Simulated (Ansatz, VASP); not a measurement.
Si3N4 in VASP and in Ansatz

POSCAR

```
Si3N4
1.0
    7.6374000000      0.0000000000      0.0000000000
   -3.8187000000      6.6141824189      0.0000000000
    0.0000000000      0.0000000000      2.9220000000
Si N
6 8
Direct
    0.1744565717      0.7683569832      0.2500000000
    0.4060995884      0.1744565717      0.7500000000
    0.2316430168      0.4060995884      0.2500000000
    0.8255434283      0.2316430168      0.7500000000
    0.5939004116      0.8255434283      0.2500000000
    0.7683569832      0.5939004116      0.7500000000
    0.3333333333      0.6666666667      0.2500000000
    0.6666666667      0.3333333333      0.7500000000
    0.3298874163      0.0303528775      0.2500000000
    0.2995345388      0.3298874163      0.7500000000
    0.9696471225      0.2995345388      0.2500000000
    0.6701125837      0.9696471225      0.7500000000
    0.7004654612      0.6701125837      0.2500000000
    0.0303528775      0.7004654612      0.7500000000
```

Contents of INCAR.step1:

```
PREC = Accurate ; ENCUT = 520
ISMEAR = -1 ; SIGMA = 0.02
LREAL = False ; LASPH = True
NELM = 100 ; NBANDS = 45
GGA = PE ; ALGO = Normal
EDIFF = 1E-4 ; LWAVE = True
LCHARG = False
```

The input INCAR.step2:

```
PREC = Accurate ; ENCUT = 520
EDIFF = 1E-8 ; ISMEAR = -1
SIGMA = 0.02 ; LREAL = False
LASPH = True ; NELM = 100
ALGO = Normal ; ISIF = 2
LWAVE = False ; LCHARG = False
METAGGA = R2SCAN ; LMIXTAU = True
LEFG = True ; NBANDS = 45
ISTART = 1
```

KPOINTS

```
Automatic mesh
0
Gamma
  4 4 9
```

Input for Ansatz:

```yaml
crystal:
  lattice:
    - [7.6374, 0.0, 0.0]
    - [-3.8187, 6.6141824189, 0.0]
    - [0.0, 0.0, 2.922]
  atoms:
    - { symbol: Si, position: [0.1744565717, 0.7683569832, 0.25] }
    - { symbol: Si, position: [0.4060995884, 0.1744565717, 0.75] }
    - { symbol: Si, position: [0.2316430168, 0.4060995884, 0.25] }
    - { symbol: Si, position: [0.8255434283, 0.2316430168, 0.75] }
    - { symbol: Si, position: [0.5939004116, 0.8255434283, 0.25] }
    - { symbol: Si, position: [0.7683569832, 0.5939004116, 0.75] }
    - { symbol: "N", position: [0.3333333333, 0.6666666667, 0.25] }
    - { symbol: "N", position: [0.6666666667, 0.3333333333, 0.75] }
    - { symbol: "N", position: [0.3298874163, 0.0303528775, 0.25] }
    - { symbol: "N", position: [0.2995345388, 0.3298874163, 0.75] }
    - { symbol: "N", position: [0.9696471225, 0.2995345388, 0.25] }
    - { symbol: "N", position: [0.6701125837, 0.9696471225, 0.75] }
    - { symbol: "N", position: [0.7004654612, 0.6701125837, 0.25] }
    - { symbol: "N", position: [0.0303528775, 0.7004654612, 0.75] }
kpoints:
  mp_grid: { grid: [4, 4, 9] }
scf:
  occupations: { method: fermi_dirac, width: 0.02 }
hamiltonian:
  xc: r2scan
  pseudopotentials: { kind: paw, frozen_core: stored }
output:
  forces: true
  stress: true
  populations: true
  efg: { quadrupole_moments_barn: { "N": 0.02044 } }
```

Alike in both runs: task electric field gradients; functional r2SCAN; k mesh 4 × 4 × 9; occupations fermi-dirac, width 0.02 eV; no spin polarisation.

|  | VASP | Ansatz |
| --- | --- | --- |
| version | VASP 6.6.1 | Ansatz 0.2.0 |
| potentials or method | VASP PAW PBE potentials, release 64 (Si, N) | plane-wave PAW, scalar-relativistic |
| plane-wave cutoff (eV) | 520 | 500 |
| valence electrons in the cell | 64 | 64 |

|  | VASP | Ansatz | Ansatz less VASP |
| --- | --- | --- | --- |
| gap on the k mesh at the Fermi level (eV) | 4.93 | 4.93 | +0.001 |
| pressure (GPa) | -3.8 | -4.0 | -0.20 |
| traceless stress, the component that is largest in VASP (GPa) | -0.71 | -0.70 | +0.012 |
| rms of the force components (eV/Å) | 0.026 | 0.027 | +0.0009 |
| size of Vzz on the site where it differs most (V/Å²) | 47.8 | 53.2 | +5.39 |

VASP's potentials were made for PBE, not for r2SCAN. Atom by atom the forces differ by 0.001 eV/Å (rms over components).
